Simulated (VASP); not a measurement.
## BiTe: single point with r2SCAN

The system is BiTe.

```xyz
2
Lattice="0.0000 3.2138 3.2138 3.2138 0.0000 3.2138 3.2138 3.2138 0.0000" Properties=species:S:1:pos:R:3 pbc="T T T"
Bi    0.0000    0.0000    0.0000
Te    3.2138    3.2138    3.2138
```

```json
{
  "Program": "VASP 6.6.1",
  "Task": "single point",
  "Functional": "r2SCAN",
  "Potentials or basis": "VASP PAW PBE potentials, release 64 (Bi_d, Te)",
  "Cutoff": "520 eV",
  "k mesh": "12 × 12 × 12",
  "Occupations": "gaussian, width 0.1 eV",
  "Spin": "no spin polarisation",
  "Dipole correction": "no",
  "Further INCAR settings": "ALGO = Normal; EDIFF = 1e-07; NBANDS = 18"
}
```

* Pressure: 1.0 GPa
* Band gap on the k mesh: zero (an odd number of electrons rules out a gap without spin polarisation)

Levels at points of the mesh, in eV from the Fermi level:
```
           k point  band 6  band 7  band 8  band 9  band 10  band 11  band 12  band 13  band 14  band 15
(0.00, 0.00, 0.00)  -14.31   -8.24   -2.87   -2.87    -2.87     2.28     2.28     2.28     4.96     4.96
(0.50, 0.00, 0.00)  -12.19  -11.81   -2.17   -2.17    -1.64    -0.73    -0.73    -0.71     7.87     8.24
(0.50, 0.50, 0.00)  -12.37  -10.33   -6.12   -4.41    -4.41     2.43     3.86     3.86     5.39     9.04
```

It took 5.8 min on 1 thread of Intel(R) Xeon(R) Platinum 8259CL CPU @ 2.50GHz (Skylake/Cascade Lake), with other jobs on the host, peak memory 0.28 GiB.

Caveat: the PAW data sets were made with another functional, which shifts forces and pressure a little; spin-orbit coupling is left out, which moves the levels of the heavy elements.
